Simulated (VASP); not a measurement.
## V4O: single point with PBE

System: V4O, a slab with vacuum.

```
V O
1.0
     2.99718    0.00000    0.00000
     0.00000    2.99718    0.00000
     0.00000    0.00000   21.33338
V O
4 1
Cartesian
  1.4986 1.4986 4.0000
  0.0000 0.0000 5.4986
  1.4986 1.4986 6.9700
  0.0000 0.0000 8.3334
  1.1239 1.1239 10.1934
```

```yaml
Program: VASP 6.6.1
Task: single point
Functional: PBE
Potentials_or_basis: VASP PAW PBE potentials, release 64 (V_sv, O)
Cutoff: 520 eV
k_mesh: 9 × 9 × 1
Occupations: gaussian, width 0.1 eV
Spin: no spin polarisation
Dipole_correction: yes
Further_INCAR_settings: ALGO = Normal; EDIFF = 1e-06; NBANDS = 37
```

- Largest force: 4.872 eV/Å
- Band gap on the k mesh: zero (bands 29 and 30 overlap by 0.18 eV)

Forces in eV/Å, atoms in the order of the input:
```
V    0.068  0.068  0.729
V   -0.017 -0.017 -0.706
V   -0.162 -0.162 -0.499
V    0.610  0.610  4.795
O   -0.500 -0.500 -4.319
```

Levels at points of the mesh, in eV from the Fermi level:
```tsv
k point	band 26	band 27	band 28	band 29	band 30	band 31	band 32	band 33
(0.00, 0.00, 0.00)	-0.09	-0.07	0.14	0.14	0.18	0.18	0.38	0.45
```

Wall time 4.2 min on 1 thread of AMD EPYC 9R45 96-Core Processor (Zen 5), with other jobs on the host, peak memory 0.33 GiB.

Caveat: the run has no spin polarisation, though such a crystal can be magnetic. With open d or f shells a metallic result of PBE can be an artefact of self-interaction; +U or a hybrid may open a gap.
